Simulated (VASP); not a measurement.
# Pd (P6/mmm) in VASP: a series of runs, part 2 of 2

VASP 6.6.1. Earlier steps stand in the parts before.

## Step 5: Single point, LDA

This run uses another cell than the first one, of 14.47 Å³/atom.

Contents of INCAR:

```
ALGO = Normal
EDIFF = 1E-7
ENCUT = 520
ISIF = 2
ISMEAR = -1
LASPH = T
LCHARG = F
LREAL = F
LWAVE = F
NBANDS = 22
NELM = 100
PREC = Accurate
SIGMA = 0.1
```

Contents of KPOINTS:

```
k-points
0
Gamma
  11 11 16
```

Contents of POSCAR:

```
Pd
1.0
    4.3841719083      0.0000000000      0.0000000000
   -2.1920859542      3.7968042471      0.0000000000
    0.0000000000      0.0000000000      2.6079710407
Pd
3
Direct
    0.0000000000      0.0000000000      0.0000000000
    0.3333333333      0.6666666667      0.5000000000
    0.6666666667      0.3333333333      0.5000000000
```

Potentials or basis: VASP PAW LDA potentials, release 64 (Pd).

Started as:

```
$ cat potpaw_LDA.64/Pd/POTCAR > POTCAR
$ mpirun -np 1 vasp_std > vasp.out
```

OUTCAR:

```text
EDIFF = 1E-7
   ENCUT = 520
   ISIF = 2
   ISMEAR = -1
   LASPH = T
   LREAL = F
   NELM = 100
   PREC = Accurate

 ion  position               nearest neighbor table
   1  0.000  0.000  0.000-   2 2.85   3 2.85   2 2.85   3 2.85   2 2.85   2 2.85   3 2.85   3 2.85
                             3 2.85   3 2.85   2 2.85   2 2.85
   2  0.333  0.667  0.500-   3 2.53   3 2.53   3 2.53   1 2.85   1 2.85   1 2.85   1 2.85   1 2.85
                             1 2.85
   3  0.667  0.333  0.500-   2 2.53   2 2.53   2 2.53   1 2.85   1 2.85   1 2.85   1 2.85   1 2.85
                             1 2.85

  LATTYP: Found a hexagonal cell.
 ALAT       =     4.3841719083
 C/A-ratio  =     0.5948605792

  Lattice vectors:

 A1 = (   4.3841719083,   0.0000000000,   0.0000000000)
 A2 = (  -2.1920859542,   3.7968042471,   0.0000000000)
 A3 = (   0.0000000000,   0.0000000000,   2.6079710407)

Analysis of symmetry for initial positions (statically):
=====================================================================
 Subroutine PRICEL returns:
 Original cell was already a primitive cell.

 Routine SETGRP: Setting up the symmetry group for a
 hexagonal supercell.

 Subroutine GETGRP returns: Found 24 space group operations
 (whereof 24 operations were pure point group operations)
 out of a pool of 24 trial point group operations.

The static configuration has the point symmetry D_6h.

Analysis of symmetry for dynamics (positions and initial velocities):
=====================================================================
 Subroutine PRICEL returns:
 Original cell was already a primitive cell.

 Routine SETGRP: Setting up the symmetry group for a
 hexagonal supercell.

 Subroutine GETGRP returns: Found 24 space group operations
 (whereof 24 operations were pure point group operations)
[... 117 lines left out ...]
   EMIN   =  10.00;   EMAX   =-10.00  energy-range for DOS
   EFERMI =   0.00;   METHOD = LEGACY
   ISMEAR =    -1;   SIGMA  =   0.10  broadening in eV -4-tet -1-fermi 0-gaus
   EFERMI_NEDOS =   21; number of points for ismear=-14 and -15
   IALGO  =     38    algorithm
   IMIX   =      4    mixing-type and parameters
     AMIX     =   0.40;   BMIX     =  1.00
     AMIX_MAG =   1.60;   BMIX_MAG =  1.00
  volume/ion in A,a.u.               =      14.47        97.65
  Fermi-wavevector in a.u.,A,eV,Ry     =   1.447368  2.735130 28.502506  2.094875
  Thomas-Fermi vector in A             =   2.565331
   LORBIT       =      0    0 simple, 1 ext, 2 COOP (PROOUT), +10 PAW based schemes
   GGA     = CA    functional components
   LHFCALC =     F    Hartree Fock is set to
   AEXX    =    0.0000 exact exchange contribution
   IVDW    =     0    specifies the selected vdW correction
   LEPSILON=     F    determine dielectric tensor
   LRPA    =     F    only Hartree local field effects (RPA)
 non-spin polarized calculation
  energy-cutoff  :      520.00
  volume of cell :       43.41
 maximum number of plane-waves:      1192
 NGX is ok and might be reduce to    36
   NGX = 17   NGY = 17   NGZ =  9

 number of electron      30.0000015 magnetization

 Free energy of the ion-electron system (eV)
  ---------------------------------------------------
  ext. energy  EPLUGINS =         0.00000000
  ---------------------------------------------------
  free energy    TOTEN  =       -19.18665941 eV

  energy without entropy =      -19.01462096  energy(sigma->0) =      -19.10064019

 E-fermi :   9.9535     XC(G=0): -13.6214

 val. band max:        9.9430442926   @ k =   0.3636   0.1818   0.0000
 cond. band min:       9.9563418679   @ k =   0.3636   0.0000   0.2500
 fundamental gap:      0.0132975754
 Fermi energy:         9.9534995905

 k-point     1 :       0.0000    0.0000    0.0000
  band No.  band energies     occupation
      1       2.5507      2.00000
      2       4.4879      2.00000
      3       6.1015      2.00000
      4       6.5093      2.00000
      5       6.5119      2.00000
      6       6.5119      2.00000
[... 589 lines left out ...]
     21      22.1425      0.00000
     22      22.6935      0.00000

 [... further k-points ...]

------------------------ aborting loop because EDIFF is reached ----------------------------------------

  FORCE on cell =-STRESS in cart. coord.  units (eV):
  Direction    XX          YY          ZZ          XY          YZ          ZX
  --------------------------------------------------------------------------------------
  -------------------------------------------------------------------------------------
  Total        0.0378891      0.0378891      0.1636063     -0.0000000      0.0000000      0.0000000
  in kB        1.3983516      1.3983516      6.0381261     -0.0000000      0.0000000      0.0000000
  external PRESSURE =       2.9449431 kB  Pullay stress =       0.0000000 kB

 VOLUME and BASIS-vectors are now :
 -----------------------------------------------------------------------------
  energy-cutoff  :      520.00
  volume of cell :       43.41
      direct lattice vectors                 reciprocal lattice vectors
     4.384171908  0.000000000  0.000000000     0.228093246  0.131689697  0.000000000
    -2.192085954  3.796804247  0.000000000     0.000000000  0.263379394  0.000000000
     0.000000000  0.000000000  2.607971041     0.000000000  0.000000000  0.383439841

 POSITION                                       TOTAL-FORCE (eV/Angst)
 -----------------------------------------------------------------------------------
      0.00000      0.00000      0.00000         0.000000      0.000000      0.000000
     -0.00000      2.53120      1.30399         0.000000      0.000000      0.000000
      2.19209      1.26560      1.30399        -0.000000     -0.000000      0.000000
 -----------------------------------------------------------------------------------
    total drift:                                0.000000      0.000000     -0.000000

  FREE ENERGIE OF THE ION-ELECTRON SYSTEM (eV)
  ---------------------------------------------------
  free  energy   TOTEN  =       -19.1866594077 eV

  energy  without entropy=      -19.0146209626  energy(sigma->0) =      -19.10064019
```

OSZICAR:

```text
N       E                     dE             d eps       ncg     rms          rms(c)
DAV:   1     0.187327983802E+03    0.18733E+03   -0.15108E+04  6336   0.133E+03
DAV:   2    -0.160958263265E+02   -0.20342E+03   -0.19111E+03  6732   0.307E+02
DAV:   3    -0.201200863503E+02   -0.40243E+01   -0.39824E+01  7236   0.485E+01
DAV:   4    -0.201537305386E+02   -0.33644E-01   -0.33639E-01  7224   0.428E+00
DAV:   5    -0.201543083445E+02   -0.57781E-03   -0.57779E-03  7524   0.613E-01    0.153E+01
DAV:   6    -0.192541704193E+02    0.90014E+00   -0.24443E+00  6876   0.137E+01    0.747E+00
DAV:   7    -0.192919522644E+02   -0.37782E-01   -0.61697E-01  7140   0.769E+00    0.462E+00
DAV:   8    -0.192044691280E+02    0.87483E-01   -0.52329E-01  7020   0.824E+00    0.297E+00
DAV:   9    -0.191867000269E+02    0.17769E-01   -0.37639E-02  6960   0.213E+00    0.147E-01
DAV:  10    -0.191866560847E+02    0.43942E-04   -0.84938E-04  7614   0.252E-01    0.563E-02
DAV:  11    -0.191866582637E+02   -0.21790E-05   -0.47697E-05  7458   0.672E-02    0.198E-02
DAV:  12    -0.191866595260E+02   -0.12623E-05   -0.73555E-06  7302   0.261E-02    0.705E-03
DAV:  13    -0.191866594336E+02    0.92444E-07   -0.11177E-06  7404   0.116E-02    0.191E-03
DAV:  14    -0.191866594077E+02    0.25918E-07   -0.10635E-07  4386   0.368E-03
   1 F= -.19186659E+02 E0= -.19100640E+02  d E =-.172038E+00
```

Wall time 3.1 min (1 thread of Intel Xeon 8259CL, shared host); peak memory 0.23 GiB.

Results:

| Property | Result |
| --- | --- |
| Free energy | -19.1867 eV |
| Pressure | 0.3 GPa |
| Band gap on the k mesh | zero (bands 15 and 16 overlap by 1.04 eV) |

Stress tensor (GPa, compression positive):
```
0.14 0.00 0.00
0.00 0.14 0.00
0.00 0.00 0.60
```

Levels at points of the mesh, in eV from the Fermi level:
| k point | band 12 | band 13 | band 14 | band 15 | band 16 | band 17 | band 18 | band 19 |
| --- | --- | --- | --- | --- | --- | --- | --- | --- |
| (0.00, 0.00, 0.00) | -1.67 | -1.56 | -1.56 | 0.16 | 0.16 | 7.63 | 7.63 | 7.64 |
| (0.00, 0.00, 0.50) | -0.53 | -0.21 | -0.21 | 0.79 | 2.47 | 3.32 | 9.46 | 10.20 |

## Step 6: Relaxation of cell and atoms, LDA

This run uses another cell than the first one, of 14.71 Å³/atom.

Contents of INCAR:

```
SYSTEM = Pd
  ALGO = Normal
  EDIFF = 1E-6
  EDIFFG = -0.01
  ENCUT = 600
  IBRION = 2
  ISIF = 3
  ISMEAR = -1
  LASPH = .TRUE.
  LCHARG = .FALSE.
  LREAL = .FALSE.
  LWAVE = .FALSE.
  NELM = 100
  NSW = 80
  PREC = Accurate
  SIGMA = 0.1
```

Contents of KPOINTS:

```
k-points
0
G
  8 8 12
  0 0 0
```

Contents of POSCAR:

```
Pd
1.0
    4.3646624039      0.0000000000      0.0000000000
   -2.1823312020      3.7799085207      0.0000000000
    0.0000000000      0.0000000000      2.6755380536
Pd
3
Direct
    0.0000000000      0.0000000000      0.0000000000
    0.3333333333      0.6666666667      0.5000000000
    0.6666666667      0.3333333333      0.5000000000
```

Potentials or basis: VASP PAW LDA potentials, release 64 (Pd).

Started as:

```
$ cat potpaw_LDA.64/Pd/POTCAR > POTCAR
$ mpirun -np 1 vasp_std > vasp.out
```

It took 6.5 min on 1 thread of Intel Xeon 8259CL, shared host; peak memory 0.2 GiB.

Results (log left out):

```yaml
Free_energy: -19.1952 eV
Relaxed_volume: 14.48 Å³/atom
Relaxed_cell: a = 4.384 Å, b = 4.384 Å, c = 2.609 Å, α = 90.00°, β = 90.00°, γ = 120.00°
Space_group_after_relaxing_to_0.1_Å: P6/mmm (No. 191)
Energy_gained_by_relaxing: 10.2 meV/atom
Ionic_steps: 8
Pressure_after_relaxing: 0.0 GPa
Band_gap_on_the_k_mesh: zero (bands 15 and 16 overlap by 1.01 eV)
```

The path:
```csv
step,energy change (eV),largest force (eV/Å),pressure (GPa),volume (Å³)
1,0.0000,0.0000,-3.01,44.14
2,-0.0106,0.0000,5.71,42.38
3,-0.0269,0.0000,1.65,43.12
4,-0.0277,0.0000,-1.23,43.70
5,-0.0306,0.0000,0.06,43.42
6,-0.0306,0.0000,0.10,43.42
7,-0.0306,0.0000,-0.05,43.45
8,-0.0306,0.0000,0.02,43.43
```

Final structure:
```cif
data_structure
_symmetry_space_group_name_H-M 'P 1'
_symmetry_Int_Tables_number 1
_cell_length_a 4.3844
_cell_length_b 4.3844
_cell_length_c 2.6090
_cell_angle_alpha 90.000
_cell_angle_beta 90.000
_cell_angle_gamma 120.000
_cell_volume 43.43
loop_
_atom_site_label
_atom_site_type_symbol
_atom_site_fract_x
_atom_site_fract_y
_atom_site_fract_z
_atom_site_occupancy
Pd1 Pd 0.00000 0.00000 0.00000 1
Pd2 Pd 0.33333 0.66667 0.50000 1
Pd3 Pd 0.66667 0.33333 0.50000 1
```

Levels at points of the mesh, in eV from the Fermi level:
```
           k point  band 13  band 14  band 15  band 16  band 17  band 18
(0.00, 0.00, 0.00)    -1.55    -1.55     0.16     0.16     7.62     7.62
(0.50, 0.00, 0.00)    -0.37    -0.36    -0.29    -0.11     0.20     1.14
(0.00, 0.00, 0.50)    -0.21    -0.21     0.76     2.48     3.30     9.45
(0.50, 0.00, 0.50)    -0.45     0.11     0.45     2.85     3.29     6.68
```

## Step 7: The runs side by side

| task | cell | k mesh | cutoff (eV) | gap on the mesh (eV) | pressure (GPa) |
| --- | --- | --- | --- | --- | --- |
| single point | a = 4.442, b = 4.442, c = 2.642 Å, angles 90.0, 90.0, 120.0°, 3 atoms | 9 × 9 × 14 | 520 | none | -7.3 |
| single point | a = 4.498, b = 4.498, c = 2.676 Å, angles 90.0, 90.0, 120.0°, 3 atoms | 9 × 9 × 14 | 520 | none | -13.2 |
| single point | a = 4.553, b = 4.553, c = 2.708 Å, angles 90.0, 90.0, 120.0°, 3 atoms | 9 × 9 × 14 | 520 | none | -17.7 |
| single point | a = 4.384, b = 4.384, c = 2.608 Å, angles 90.0, 90.0, 120.0°, 3 atoms | 11 × 11 × 16 | 520 | none | 0.3 |
| relaxation of cell and atoms | relaxed from a = 4.365, b = 4.365, c = 2.676 Å, angles 90.0, 90.0, 120.0°, 3 atoms | 8 × 8 × 12 | 600 | none | 0.0 |

Alike in all rows: level LDA; potentials or basis VASP PAW LDA potentials, release 64 (Pd); no spin polarisation; smearing fermi-dirac 0.1 eV.

Caveats: the cell stands under tension (at least some runs).

Total energies depend on the potentials used, so only differences within one code and one set of settings carry meaning.
